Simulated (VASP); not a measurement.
# SrO (P6_3mc) in VASP: further runs

SrO is run at these levels: r2SCAN; tasks: single point.

All numbers are computed with VASP 6.6.1; they aren't measurements. Logs are shortened: lines on timing, memory, paths and dates and some standing lists are left out, and cuts for length are marked.

### 1 The cell of the first run

Symmetry: P6_3mc, No. 186, hexagonal system. Conventional cell: a = 4.275 Å, b = 4.275 Å, c = 5.156 Å, α = 90.00°, β = 90.00°, γ = 120.00°. Within 3.3 Å of Sr (site symmetry 3m) lie 5 O at 2.47 to 2.58 Å. O (site symmetry 3m) has 5 Sr at 2.47 to 2.58 Å within 3.3 Å.

### 2 Single point, r2SCAN

Input file POSCAR:

```
SrO
1.0
    4.2754662700      0.0000000000      0.0000000000
   -2.1377331300      3.7026624000      0.0000000000
    0.0000000000      0.0000000000      5.1555949900
Sr O
2 2
Direct
    0.3333333292      0.6666666694      0.9381277000
    0.6666666684      0.3333333306      0.4381277010
    0.3333333292      0.6666666694      0.4368722998
    0.6666666684      0.3333333306      0.9368723007
```

Input file INCAR.step1:

```
SYSTEM = SrO
  PREC = Accurate
  ENCUT = 520
  ISMEAR = 0
  SIGMA = 0.01
  LREAL = .False.
  LASPH = .True.
  NELM = 60
  NBANDS = 24
  GGA = PE
  ALGO = Normal
  EDIFF = 1E-4
  LWAVE = .True.
  LCHARG = .False.
```

Input file INCAR.step2:

```
SYSTEM = SrO
  PREC = Accurate
  ENCUT = 520
  EDIFF = 1E-7
  ISMEAR = 0
  SIGMA = 0.01
  LREAL = .False.
  LASPH = .True.
  NELM = 60
  ALGO = Normal
  ISIF = 2
  LWAVE = .False.
  LCHARG = .False.
  METAGGA = R2SCAN
  LMIXTAU = .True.
  NBANDS = 24
  ISTART = 1
```

Input file KPOINTS:

```
Automatic mesh
0
Gamma
  3 3 2
  0 0 0
```

Potentials or basis: VASP PAW PBE potentials, release 64 (Sr_sv, O).

Launch:

```
$ cat potpaw_PBE.64/Sr_sv/POTCAR potpaw_PBE.64/O/POTCAR > POTCAR
$ cp INCAR.step1 INCAR
$ mpirun -np 1 vasp_std > vasp.out
$ cp INCAR.step2 INCAR
$ mpirun -np 1 vasp_std > vasp.out
```

OUTCAR:

```text
SYSTEM = SrO
   PREC = Accurate
   ENCUT = 520
   EDIFF = 1E-7
   ISMEAR = 0
   LREAL = .False.
   LASPH = .True.
   NELM = 60
   ISIF = 2
   METAGGA = R2SCAN
   ISTART = 1

 ion  position               nearest neighbor table
   1  0.333  0.667  0.938-   4 2.47   4 2.47   4 2.47   3 2.57   3 2.58   2 3.57   2 3.57   2 3.57
                             2 3.57   2 3.57   2 3.57
   2  0.667  0.333  0.438-   3 2.47   3 2.47   3 2.47   4 2.57   4 2.58   1 3.57   1 3.57   1 3.57
                             1 3.57   1 3.57   1 3.57
   3  0.333  0.667  0.437-   2 2.47   2 2.47   2 2.47   1 2.57   1 2.58
   4  0.667  0.333  0.937-   1 2.47   1 2.47   1 2.47   2 2.57   2 2.58

  LATTYP: Found a hexagonal cell.
 ALAT       =     4.2754662700
 C/A-ratio  =     1.2058556107

  Lattice vectors:

 A1 = (   4.2754662700,   0.0000000000,   0.0000000000)
 A2 = (  -2.1377331300,   3.7026624000,   0.0000000000)
 A3 = (   0.0000000000,   0.0000000000,   5.1555949900)

Analysis of symmetry for initial positions (statically):
=====================================================================
 Subroutine PRICEL returns:
 Original cell was already a primitive cell.

 Routine SETGRP: Setting up the symmetry group for a
 hexagonal supercell.

 Subroutine GETGRP returns: Found 12 space group operations
 (whereof  6 operations were pure point group operations)
 out of a pool of 24 trial point group operations.

The static configuration has the point symmetry C_3v.
 The point group associated with its full space group is C_6v.

Analysis of symmetry for dynamics (positions and initial velocities):
=====================================================================
 Subroutine PRICEL returns:
 Original cell was already a primitive cell.

 Routine SETGRP: Setting up the symmetry group for a
 hexagonal supercell.

 Subroutine GETGRP returns: Found 12 space group operations
 (whereof  6 operations were pure point group operations)
 out of a pool of 24 trial point group operations.

The dynamic configuration has the point symmetry C_3v.
 The point group associated with its full space group is C_6v.

 Subroutine INISYM returns: Found 12 space group operations
 (whereof  6 operations are pure point group operations),
 and found     1 'primitive' translations

----------------------------------------------------------------------------------------

                                     Primitive cell

  volume of cell :      81.6162

  direct lattice vectors                    reciprocal lattice vectors
     4.275466270  0.000000000  0.000000000     0.233892618  0.135037966  0.000000000
    -2.137733130  3.702662400  0.000000000     0.000000000  0.270075932  0.000000000
     0.000000000  0.000000000  5.155594990     0.000000000  0.000000000  0.193964034

  length of vectors
     4.275466270  4.275466265  5.155594990     0.270075932  0.270075932  0.193964034

  position of ions in fractional coordinates (direct lattice)
     0.333333329  0.666666669  0.938127700
     0.666666668  0.333333331  0.438127701
     0.333333329  0.666666669  0.436872300
     0.666666668  0.333333331  0.936872301

  ion indices of the primitive-cell ions
   primitive index   ion index
                 1           1
                 2           2
                 3           3
                 4           4

----------------------------------------------------------------------------------------

 KPOINTS: Automatic mesh

Automatic generation of k-mesh.
 Grid dimensions read from file:
 generate k-points for:    3    3    2

 Generating k-lattice:

  Cartesian coordinates                     Fractional coordinates (reciprocal lattice)
     0.077964206  0.045012655  0.000000000     0.333333333 -0.000000000  0.000000000
     0.000000000  0.090025311  0.000000000     0.000000000  0.333333333  0.000000000
     0.000000000  0.000000000  0.096982017     0.000000000  0.000000000  0.500000000

  Length of vectors
     0.090025311  0.090025311  0.096982017

  Shift w.r.t. Gamma in fractional coordinates (k-lattice)
     0.000000000  0.000000000  0.000000000

 Subroutine IBZKPT returns following result:
 ===========================================

 Found      6 irreducible k-points:

 Following reciprocal coordinates:
            Coordinates               Weight
  0.000000  0.000000  0.000000      1.000000
  0.333333 -0.000000  0.000000      6.000000
  0.333333  0.333333  0.000000      2.000000
  0.000000  0.000000  0.500000      1.000000
  0.333333 -0.000000  0.500000      6.000000
  0.333333  0.333333  0.500000      2.000000
   k-points           NKPTS =      6   k-points in BZ     NKDIM =      6   number of bands    NBANDS=     24
   number of dos      NEDOS =    301   number of ions     NIONS =      4
   total plane-waves  NPLWV =  40960
   dimension x,y,z NGX =    32 NGY =   32 NGZ =   40
   dimension x,y,z NGXF=    64 NGYF=   64 NGZF=   80
   ions per type =               2   2
   NGX,Y,Z   is equivalent  to a cutoff of  12.44, 12.44, 12.90 a.u.
   NGXF,Y,Z  is equivalent  to a cutoff of  24.89, 24.89, 25.80 a.u.
 SYSTEM =  SrO
   PREC   = accura    normal or accurate (medium, high low for compatibility)
   ISTART =      1    job   : 0-new  1-cont  2-samecut
   ICHARG =      0    charge: 1-file 2-atom 10-const
   ISPIN  =      1    spin polarized calculation?
   LNONCOLLINEAR =      F non collinear calculations
   LSORBIT =      F    spin-orbit coupling
   LASPH  =      T    aspherical Exc in radial PAW
   ENCUT  =  520.0 eV  38.22 Ry    6.18 a.u.   7.95  7.95  9.59*2*pi/ulx,y,z
   NELM   =     60;   NELMIN=  2; NELMDL=  0     # of ELM steps
   EDIFF  = 0.1E-06   stopping-criterion for ELM
   LREAL  =      F    real-space projection
   EDIFFG = 0.1E-05   stopping-criterion for IOM
   NSW    =      0    number of steps for IOM
   IBRION =     -1    ionic relax: 0-MD 1-quasi-New 2-CG
   NFREE  =      0    steps in history (QN), initial steepest desc. (CG)
   ISIF   =      2    stress and relaxation
   ISYM   =      2    0-nonsym 1-usesym 2-fastsym
   POTIM  = 0.5000    time-step for ionic-motion
   TEBEG  =    0.0;   TEEND  =   0.0 temperature during run
   PSTRESS=    0.0 pullay stress
   NELECT =      32.0000    total number of electrons
   NUPDOWN=      -1.0000    fix difference up-down
   EMIN   =  10.00;   EMAX   =-10.00  energy-range for DOS
   EFERMI =   0.00;   METHOD = LEGACY
   ISMEAR =     0;   SIGMA  =   0.01  broadening in eV -4-tet -1-fermi 0-gaus
   EFERMI_NEDOS =   21; number of points for ismear=-14 and -15
   IALGO  =     38    algorithm
   IMIX   =      4    mixing-type and parameters
     AMIX     =   0.40;   BMIX     =  1.00
     AMIX_MAG =   1.60;   BMIX_MAG =  1.00
  volume/ion in A,a.u.               =      20.40       137.69
  Fermi-wavevector in a.u.,A,eV,Ry     =   1.198209  2.264287 19.533960  1.435706
  Thomas-Fermi vector in A             =   2.334104
   LORBIT       =      0    0 simple, 1 ext, 2 COOP (PROOUT), +10 PAW based schemes
   METAGGA = R2SCAN    functional components
   LHFCALC =     F    Hartree Fock is set to
   AEXX    =    0.0000 exact exchange contribution
   IVDW    =     0    specifies the selected vdW correction
   LEPSILON=     F    determine dielectric tensor
   LRPA    =     F    only Hartree local field effects (RPA)
 non-spin polarized calculation
 Gauss-broadening in eV      SIGMA  =   0.01
  energy-cutoff  :      520.00
  volume of cell :       81.62
 maximum number of plane-waves:      2220
 NGX is ok and might be reduce to    32
   NGX = 15   NGY = 15   NGZ = 19

 number of electron      32.0000008 magnetization

 Free energy of the ion-electron system (eV)
  ---------------------------------------------------
  ext. energy  EPLUGINS =         0.00000000
  ---------------------------------------------------
  free energy    TOTEN  =       -53.69972521 eV

  energy without entropy =      -53.69972521  energy(sigma->0) =      -53.69972521

 E-fermi :   0.5157     XC(G=0):  -9.4613

 val. band max:        0.4552002777   @ k =   0.0000   0.0000   0.0000
 cond. band min:       3.4481136203   @ k =   0.0000   0.0000   0.0000
 fundamental gap:      2.9929133427
 Fermi energy:         0.5157235798

 k-point     1 :       0.0000    0.0000    0.0000
  band No.  band energies     occupation
      1     -33.0583      2.00000
      2     -32.8919      2.00000
      3     -15.5329      2.00000
      4     -15.5178      2.00000
      5     -14.9571      2.00000
      6     -14.5671      2.00000
[... 16 lines left out ...]
     23       9.6239      0.00000
     24       9.7538      0.00000

 k-point     2 :       0.3333   -0.0000    0.0000
  band No.  band energies     occupation
      1     -33.0093      2.00000
      2     -32.9131      2.00000
      3     -16.3092      2.00000
      4     -16.2368      2.00000
      5     -14.7673      2.00000
      6     -14.6702      2.00000
[... 16 lines left out ...]
     23       9.3069      0.00000
     24       9.8466      0.00000

 k-point     3 :       0.3333    0.3333    0.0000
  band No.  band energies     occupation
      1     -32.9542      2.00000
      2     -32.9542      2.00000
      3     -16.4868      2.00000
      4     -16.4868      2.00000
      5     -14.8337      2.00000
      6     -14.5153      2.00000
[... 16 lines left out ...]
     23       9.2482      0.00000
     24      10.5642      0.00000

 k-point     4 :       0.0000    0.0000    0.5000
  band No.  band energies     occupation
      1     -32.9742      2.00000
      2     -32.9742      2.00000
      3     -16.1347      2.00000
      4     -16.1347      2.00000
      5     -14.4231      2.00000
      6     -14.4231      2.00000
[... 16 lines left out ...]
     23      10.7816      0.00000
     24      10.7816      0.00000

 k-point     5 :       0.3333   -0.0000    0.5000
  band No.  band energies     occupation
      1     -32.9596      2.00000
      2     -32.9596      2.00000
      3     -16.6603      2.00000
      4     -16.6603      2.00000
      5     -14.4773      2.00000
      6     -14.4773      2.00000
[... 16 lines left out ...]
     23       9.4676      0.00000
     24       9.4676      0.00000

 k-point     6 :       0.3333    0.3333    0.5000
  band No.  band energies     occupation
      1     -32.9522      2.00000
      2     -32.9522      2.00000
      3     -16.8436      2.00000
      4     -16.8436      2.00000
      5     -14.5900      2.00000
      6     -14.5900      2.00000
[... 16 lines left out ...]
     23      10.3509      0.00000
     24      10.3509      0.00000

------------------------ aborting loop because EDIFF is reached ----------------------------------------

  FORCE on cell =-STRESS in cart. coord.  units (eV):
  Direction    XX          YY          ZZ          XY          YZ          ZX
  --------------------------------------------------------------------------------------
  -------------------------------------------------------------------------------------
  Total        0.0368296      0.0368296      0.4852592      0.0000000     -0.0000000      0.0000000
  in kB        0.7229886      0.7229886      9.5259421      0.0000000     -0.0000000      0.0000000
  external PRESSURE =       3.6573065 kB  Pullay stress =       0.0000000 kB

 VOLUME and BASIS-vectors are now :
 -----------------------------------------------------------------------------
  energy-cutoff  :      520.00
  volume of cell :       81.62
      direct lattice vectors                 reciprocal lattice vectors
     4.275466270  0.000000000  0.000000000     0.233892618  0.135037966  0.000000000
    -2.137733130  3.702662400  0.000000000     0.000000000  0.270075932  0.000000000
     0.000000000  0.000000000  5.155594990     0.000000000  0.000000000  0.193964034

 POSITION                                       TOTAL-FORCE (eV/Angst)
 -----------------------------------------------------------------------------------
     -0.00000      2.46844      4.83661        -0.000000      0.000000     -0.015716
      2.13773      1.23422      2.25881         0.000000     -0.000000     -0.015716
     -0.00000      2.46844      2.25234         0.000000     -0.000000      0.015716
      2.13773      1.23422      4.83013        -0.000000      0.000000      0.015716
 -----------------------------------------------------------------------------------
    total drift:                               -0.000008      0.000014      0.000954

  FREE ENERGIE OF THE ION-ELECTRON SYSTEM (eV)
  ---------------------------------------------------
  free  energy   TOTEN  =       -53.6997252078 eV

  energy  without entropy=      -53.6997252078  energy(sigma->0) =      -53.69972521
```

Wall time 49 s (1 thread of Intel Xeon 6975P-C, shared host); peak memory 0.21 GiB.

Results:

| Property | Result |
| --- | --- |
| Free energy | -53.6997 eV |
| Pressure | 0.4 GPa |
| Largest force | 0.016 eV/Å |
| Band gap on the k mesh | 2.99 eV, direct |

Forces on the atoms (eV/Å):
```
Sr   0.000  0.000 -0.016
Sr   0.000  0.000 -0.016
O    0.000  0.000  0.016
O    0.000  0.000  0.016
```

Stress tensor (GPa, compression positive):
```
0.07 0.00 0.00
0.00 0.07 0.00
0.00 0.00 0.95
```

Levels at points of the mesh, in eV from the valence-band top:
| k point | band 14 | band 15 | band 16 | band 17 | band 18 | band 19 |
| --- | --- | --- | --- | --- | --- | --- |
| (0.00, 0.00, 0.00) | -0.89 | -0.34 | 0.00 | 2.99 | 6.70 | 6.70 |
| (0.00, 0.00, 0.50) | -1.08 | -1.08 | -1.08 | 4.69 | 4.69 | 8.44 |

Caveat: the k points lie up to 0.61 Å⁻¹ apart; the PAW data sets were made with another functional, which shifts forces and pressure a little.

### 3 Single point, r2SCAN

POSCAR is that of step 2.

Input file INCAR.step1:

```
SYSTEM = SrO
PREC = Accurate
ENCUT = 520
ISMEAR = 0
SIGMA = 0.01
LREAL = .False.
LASPH = .True.
NELM = 60
NBANDS = 24
GGA = PE
ALGO = Normal
EDIFF = 1E-4
LWAVE = .True.
LCHARG = .False.
```

Input file INCAR.step2:

```
SYSTEM = SrO
PREC = Accurate
ENCUT = 520
EDIFF = 1E-7
ISMEAR = 0
SIGMA = 0.01
LREAL = .False.
LASPH = .True.
NELM = 60
ALGO = Normal
ISIF = 2
LWAVE = .False.
LCHARG = .True.
METAGGA = R2SCAN
LMIXTAU = .True.
LELF = .True.
LVHAR = .True.
NBANDS = 24
ISTART = 1
```

Input file KPOINTS:

```
Automatic mesh
0
Gamma
  6 6 4
  0 0 0
```

Potentials or basis: VASP PAW PBE potentials, release 64 (Sr_sv, O).

Launch:

```
$ cat potpaw_PBE.64/Sr_sv/POTCAR potpaw_PBE.64/O/POTCAR > POTCAR
$ cp INCAR.step1 INCAR
$ mpirun -np 1 vasp_std > vasp.out
$ cp INCAR.step2 INCAR
$ mpirun -np 1 vasp_std > vasp.out
```

OUTCAR:

```text
SYSTEM = SrO
   PREC = Accurate
   ENCUT = 520
   EDIFF = 1E-7
   ISMEAR = 0
   LREAL = .False.
   LASPH = .True.
   NELM = 60
   ISIF = 2
   METAGGA = R2SCAN
   ISTART = 1

 ion  position               nearest neighbor table
   1  0.333  0.667  0.938-   4 2.47   4 2.47   4 2.47   3 2.57   3 2.58   2 3.57   2 3.57   2 3.57
                             2 3.57   2 3.57   2 3.57
   2  0.667  0.333  0.438-   3 2.47   3 2.47   3 2.47   4 2.57   4 2.58   1 3.57   1 3.57   1 3.57
                             1 3.57   1 3.57   1 3.57
   3  0.333  0.667  0.437-   2 2.47   2 2.47   2 2.47   1 2.57   1 2.58
[... 768 lines left out ...]
  -------------------------------------------------------------------------------------
  Total        0.0698947      0.0698947      0.0015465      0.0000000      0.0000000      0.0000000
  in kB        1.3720767      1.3720767      0.0303589      0.0000000      0.0000000      0.0000000
  external PRESSURE =       0.9248374 kB  Pullay stress =       0.0000000 kB

 VOLUME and BASIS-vectors are now :
 -----------------------------------------------------------------------------
  energy-cutoff  :      520.00
  volume of cell :       81.62
      direct lattice vectors                 reciprocal lattice vectors
     4.275466270  0.000000000  0.000000000     0.233892618  0.135037966  0.000000000
    -2.137733130  3.702662400  0.000000000     0.000000000  0.270075932  0.000000000
     0.000000000  0.000000000  5.155594990     0.000000000  0.000000000  0.193964034

 POSITION                                       TOTAL-FORCE (eV/Angst)
 -----------------------------------------------------------------------------------
     -0.00000      2.46844      4.83661        -0.000000     -0.000000     -0.015735
      2.13773      1.23422      2.25881         0.000000      0.000000     -0.015735
     -0.00000      2.46844      2.25234        -0.000000      0.000000      0.015735
      2.13773      1.23422      4.83013         0.000000     -0.000000      0.015735
 -----------------------------------------------------------------------------------
    total drift:                               -0.000008      0.000014      0.000891

  FREE ENERGIE OF THE ION-ELECTRON SYSTEM (eV)
  ---------------------------------------------------
  free  energy   TOTEN  =       -53.7647069326 eV

  energy  without entropy=      -53.7647069326  energy(sigma->0) =      -53.76470693
```

OSZICAR.step1:

```text
N       E                     dE             d eps       ncg     rms          rms(c)
DAV:   1     0.196199512485E+03    0.19620E+03   -0.16364E+04  1008   0.125E+03
DAV:   2    -0.157459170721E+02   -0.21195E+03   -0.19985E+03  1392   0.290E+02
DAV:   3    -0.293197518583E+02   -0.13574E+02   -0.13488E+02  1600   0.663E+01
DAV:   4    -0.296787156992E+02   -0.35896E+00   -0.35877E+00  1408   0.919E+00
DAV:   5    -0.296848215050E+02   -0.61058E-02   -0.61057E-02  1456   0.103E+00    0.238E+01
DAV:   6    -0.241977336841E+02    0.54871E+01   -0.25825E+01  1136   0.265E+01    0.285E+01
DAV:   7    -0.240027751551E+02    0.19496E+00   -0.19412E+00  1352   0.795E+00    0.168E+01
DAV:   8    -0.238924073770E+02    0.11037E+00   -0.53540E-01  1168   0.503E+00    0.246E+00
DAV:   9    -0.238906003704E+02    0.18070E-02   -0.53148E-02  1392   0.145E+00    0.512E-01
DAV:  10    -0.238975693401E+02   -0.69690E-02   -0.68779E-03  1088   0.492E-01    0.213E-01
DAV:  11    -0.238981132420E+02   -0.54390E-03   -0.20176E-03  1328   0.236E-01    0.117E-01
DAV:  12    -0.238984373023E+02   -0.32406E-03   -0.56398E-04  1024   0.123E-01    0.322E-02
DAV:  13    -0.238984356352E+02    0.16671E-05   -0.22173E-05   944   0.296E-02
   1 F= -.23898436E+02 E0= -.23898436E+02  d E =-.384632E-36
```

Run time: 2 min. Hardware: 1 thread of Intel Xeon 6975P-C, shared host; peak memory 0.22 GiB.

Results:

* Free energy: -53.7647 eV
* Pressure: 0.1 GPa
* Largest force: 0.016 eV/Å
* Band gap on the k mesh: 3.01 eV, direct

Forces in eV/Å, atoms in the order of the input:
```
Sr   0.000  0.000 -0.016
Sr   0.000  0.000 -0.016
O    0.000  0.000  0.016
O    0.000  0.000  0.016
```

Stress tensor (GPa, compression positive):
```
0.14 0.00 0.00
0.00 0.14 0.00
0.00 0.00 0.00
```

Levels at points of the mesh, in eV from the valence-band top:
| k point | band 14 | band 15 | band 16 | band 17 | band 18 | band 19 |
| --- | --- | --- | --- | --- | --- | --- |
| (0.00, 0.00, 0.00) | -0.88 | -0.33 | 0.00 | 3.01 | 6.72 | 6.72 |
| (0.50, 0.00, 0.00) | -0.35 | -0.33 | -0.26 | 4.62 | 5.25 | 5.61 |
| (0.00, 0.00, 0.50) | -1.08 | -1.08 | -1.08 | 4.71 | 4.71 | 8.46 |
| (0.50, 0.00, 0.50) | -0.89 | -0.43 | -0.43 | 5.28 | 5.28 | 7.98 |

Caveat: the PAW data sets were made with another functional, which shifts forces and pressure a little.

(Continued in part 2 of 2.)
